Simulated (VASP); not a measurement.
Here is a VASP 6.6.1 calculation.

The input INCAR:

```
SYSTEM = CoSi3
ALGO = Normal ; EDIFF = 1E-7
ENCUT = 520 ; GGA = PE
ISIF = 2 ; ISMEAR = 0
LASPH = .True. ; LCHARG = .True.
LELF = .True. ; LREAL = .False.
LVHAR = .True. ; LWAVE = .False.
NBANDS = 18 ; NELM = 80
PREC = Accurate ; SIGMA = 0.1
```

The input KPOINTS:

```
k-points
0
Gamma
  12 12 12
  0 0 0
```

POSCAR

```
CoSi3
1.0
    0.0000000000      2.9483370208      2.9483370208
    2.9483370208      0.0000000000      2.9483370208
    2.9483370208      2.9483370208      0.0000000000
Si Co
3 1
Direct
    0.2500000000      0.2500000000      0.2500000000
    0.7500000000      0.7500000000      0.7500000000
    0.5000000000      0.5000000000      0.5000000000
    0.0000000000      0.0000000000      0.0000000000
```

Potentials or basis: VASP PAW PBE potentials, release 64 (Si, Co).

Run with:

```bash
$ cat potpaw_PBE.64/Si/POTCAR potpaw_PBE.64/Co/POTCAR > POTCAR
$ mpirun -np 1 vasp_std > vasp.out
```

Task: What does it give for the pressure?

Result: -0.1 GPa.

Spin polarisation is off, so any magnetic state and its effect on volume and gap are missing.
